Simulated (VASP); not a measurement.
# Mg (P-1) in VASP: a series of runs, part 2 of 2

VASP 6.6.1.

## 3. Single point, PBEsol (atom 1 (Mg) moved by (+0.150, -0.150) A along [1 1 0] and z)

The input, INCAR:

```
SYSTEM = Mg
PREC = Accurate
ENCUT = 520
EDIFF = 1E-7
ISMEAR = 0
SIGMA = 0.15
LREAL = .FALSE.
LASPH = .TRUE.
NELM = 60
ALGO = Fast
ISIF = 2
LWAVE = .FALSE.
LCHARG = .FALSE.
GGA = PS
NBANDS = 9
```

The input, KPOINTS:

```
regular mesh
0
G
  18 18 10
  0 0 0
```

The input, POSCAR:

```
Mg
1.0
    3.2092715325      0.0000000000      0.0000000000
   -1.6046357662      2.7793106748      0.0000000000
    0.0000000000      0.0000000000      5.2103300000
Mg
2
Direct
    0.3854645597      0.7048293730      0.2212110365
    0.6666666667      0.3333333333      0.7500000000
```

Potentials or basis: VASP PAW PBE potentials, release 64 (Mg).

On the command line:

```sh
cat potpaw_PBE.64/Mg/POTCAR > POTCAR
mpirun -np 1 vasp_std > vasp.out
```

OUTCAR:

```text
SYSTEM = Mg
   PREC = Accurate
   ENCUT = 520
   EDIFF = 1E-7
   ISMEAR = 0
   LREAL = .FALSE.
   LASPH = .TRUE.
   NELM = 60
   ISIF = 2
   GGA = PS

 ion  position               nearest neighbor table
   1  0.385  0.705  0.221-   2 3.02   2 3.06   2 3.17   2 3.26   2 3.30   2 3.40
   2  0.667  0.333  0.750-   1 3.02   1 3.06   1 3.17   1 3.26   1 3.30   1 3.40

  LATTYP: Found a hexagonal cell.
 ALAT       =     3.2092715325
 C/A-ratio  =     1.6235242008

  Lattice vectors:

 A1 = (   3.2092715325,   0.0000000000,   0.0000000000)
 A2 = (  -1.6046357662,   2.7793106748,   0.0000000000)
 A3 = (   0.0000000000,   0.0000000000,   5.2103300000)

Analysis of symmetry for initial positions (statically):
=====================================================================
 Subroutine PRICEL returns:
 Original cell was already a primitive cell.

 Routine SETGRP: Setting up the symmetry group for a
 hexagonal supercell.

 Subroutine GETGRP returns: Found  2 space group operations
 (whereof  1 operations were pure point group operations)
 out of a pool of 24 trial point group operations.

The static configuration has the point symmetry C_1 .
 The point group associated with its full space group is S_2 .

Analysis of symmetry for dynamics (positions and initial velocities):
=====================================================================
 Subroutine PRICEL returns:
 Original cell was already a primitive cell.

 Routine SETGRP: Setting up the symmetry group for a
 hexagonal supercell.

 Subroutine GETGRP returns: Found  2 space group operations
 (whereof  1 operations were pure point group operations)
 out of a pool of 24 trial point group operations.

The dynamic configuration has the point symmetry C_1 .
 The point group associated with its full space group is S_2 .

 Subroutine INISYM returns: Found  2 space group operations
 (whereof  1 operations are pure point group operations),
 and found     1 'primitive' translations

----------------------------------------------------------------------------------------

                                     Primitive cell
[... 114 lines left out ...]
  Thomas-Fermi vector in A             =   1.812869
   LORBIT       =      0    0 simple, 1 ext, 2 COOP (PROOUT), +10 PAW based schemes
   GGA     = PS    functional components
   LHFCALC =     F    Hartree Fock is set to
   AEXX    =    0.0000 exact exchange contribution
   IVDW    =     0    specifies the selected vdW correction
   LEPSILON=     F    determine dielectric tensor
   LRPA    =     F    only Hartree local field effects (RPA)
 non-spin polarized calculation
 RMM-DIIS sequential band-by-band and
 Gauss-broadening in eV      SIGMA  =   0.15
  energy-cutoff  :      520.00
  volume of cell :       46.47
 maximum number of plane-waves:      1276
   NGX = 11   NGY = 11   NGZ = 19

 number of electron       4.0000000 magnetization

 Free energy of the ion-electron system (eV)
  ---------------------------------------------------
  ext. energy  EPLUGINS =         0.00000000
  ---------------------------------------------------
  free energy    TOTEN  =        -3.41010357 eV

  energy without entropy =       -3.39996983  energy(sigma->0) =       -3.40503670

 E-fermi :   2.5223     XC(G=0):  -8.4910

 val. band max:        2.5197439173   @ k =   0.2222   0.2778  -0.2000
 cond. band min:       2.5231698688   @ k =   0.5000  -0.2778   0.2000
 fundamental gap:      0.0034259515
 Fermi energy:         2.5223167922

 k-point     1 :       0.0000    0.0000    0.0000
  band No.  band energies     occupation
      1      -4.3620      2.00000
      2       0.8810      2.00000
      3       1.2872      2.00000
      4      13.3483      0.00000
      5      13.3843      0.00000
      6      13.3895      0.00000
      7      13.4554      0.00000
      8      14.3390      0.00000
      9      15.5936      0.00000
[... 265 lines left out ...]
 k-point    24 :       0.0000    0.4444    0.0000
  band No.  band energies     occupation
      1      -0.5831      2.00000
      2       1.4523      2.00000
      3       4.4137      0.00000
      4       5.1018      0.00000
      5       6.4312      0.00000
      6       6.9824      0.00000
      7       9.3701      0.00000
      8      10.6663      0.00000
      9      13.7865      0.00000

 [... further k-points ...]
[... 5 lines left out ...]
  --------------------------------------------------------------------------------------
  -------------------------------------------------------------------------------------
  Total       -0.3618951     -0.1941587     -0.1634667     -0.0880299     -0.0579632     -0.0448073
  in kB      -12.4762620     -6.6935820     -5.6354819     -3.0348148     -1.9982689     -1.5447234
  external PRESSURE =      -8.2684419 kB  Pullay stress =       0.0000000 kB

 VOLUME and BASIS-vectors are now :
 -----------------------------------------------------------------------------
  energy-cutoff  :      520.00
  volume of cell :       46.47
      direct lattice vectors                 reciprocal lattice vectors
     3.209271532  0.000000000  0.000000000     0.311597193  0.179900723  0.000000000
    -1.604635766  2.779310675  0.000000000     0.000000000  0.359801446  0.000000000
     0.000000000  0.000000000  5.210330000     0.000000000  0.000000000  0.191926423

 POSITION                                       TOTAL-FORCE (eV/Angst)
 -----------------------------------------------------------------------------------
      0.10607      1.95894      1.15258        -0.058586     -0.075410      0.395323
      1.60464      0.92644      3.90775         0.058586      0.075410     -0.395323
 -----------------------------------------------------------------------------------
    total drift:                               -0.000000      0.000000     -0.000002

  FREE ENERGIE OF THE ION-ELECTRON SYSTEM (eV)
  ---------------------------------------------------
  free  energy   TOTEN  =        -3.4101035704 eV

  energy  without entropy=       -3.3999698309  energy(sigma->0) =       -3.40503670
```

stdout:

```text
POSCAR found type information on POSCAR Mg
 POSCAR found :  1 types and       2 ions
 scaLAPACK will be used
 -----------------------------------------------------------------------------
|                                                                             |
|                                                                             |
|     You enforced a specific xc type in the INCAR file but a different       |
|     I HOPE YOU KNOW WHAT YOU ARE DOING!                                     |
|                                                                             |
 -----------------------------------------------------------------------------

 LDA part: xc-table for (Slater+PW92), standard interpolation
 POSCAR, INCAR and KPOINTS ok, starting setup
 FFT: planning ... GRIDC
 FFT: planning ... GRID_SOFT
 FFT: planning ... GRID
 WAVECAR not read
 entering main loop
```

Run time: 2.3 min. Hardware: 1 thread of Intel Xeon 6975P-C (Granite Rapids), shared host; peak memory 0.71 GiB.

Results:

* Free energy: -3.4101 eV
* Pressure: -0.8 GPa
* Largest force: 0.407 eV/Å
* Band gap on the k mesh: zero (bands 2 and 3 overlap by 2.24 eV)

Forces on the atoms (eV/Å):
```
Mg  -0.059 -0.075  0.395
Mg   0.059  0.075 -0.395
```

Caveat: the cell differs from its parent crystal (atom 1 (Mg) moved by (+0.150, -0.150) A along [1 1 0] and z); the PAW data sets were made with another functional, which shifts forces and pressure a little.
